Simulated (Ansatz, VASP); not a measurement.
One calculation of GaCo, two programs

```xyz
2
Lattice="2.7681 0.0000 0.0000 -1.3841 2.3973 0.0000 0.0000 0.0000 3.8043" Properties=species:S:1:pos:R:3 pbc="T T T"
Ga    0.0000    0.0000    0.0000
Co    1.3841    0.7991    1.9022
```

Alike in both runs: functional PBE; k mesh 6 × 6 × 6; occupations gaussian, width 0.1 eV; collinear spin.

Ansatz relaxed the structure, and its values are those at the end. VASP's run is a single point on that final structure, the one shown.

|  | VASP | Ansatz |
| --- | --- | --- |
| version | VASP 6.6.1 | Ansatz 0.2.0 |
| potentials or method | VASP PAW PBE potentials, release 64 (Ga_d, Co), cutoff 520 eV | scalar-relativistic, plane waves, PAW |
| valence electrons in the cell | 22 | 30 |

VASP gave:

- gap on the k mesh at the Fermi level (eV): none
- pressure (GPa): -1.2
- net moment per atom (μB): 0.00
- size of the moment on the site where the two differ most (μB): 0.00

Q: What did Ansatz give for the same quantities?

A: gap on the k mesh at the Fermi level (eV): none; pressure (GPa): 0.0; net moment per atom (μB): 0.34; size of the moment on the site where the two differ most (μB): 0.76.

The net moments are unlike, so the other rows may belong to different states. Site moments also hang on the region over which each program counts them. A gap of «none» marks a metal or a gap that the smearing closes. VASP's potentials hold 22 valence electrons a cell and Ansatz's 30, so a difference there can come from the potentials and not from the codes. Ansatz's warnings: cell relax basis refresh.

The k mesh is coarse, so the values compare programs but aren't converged.
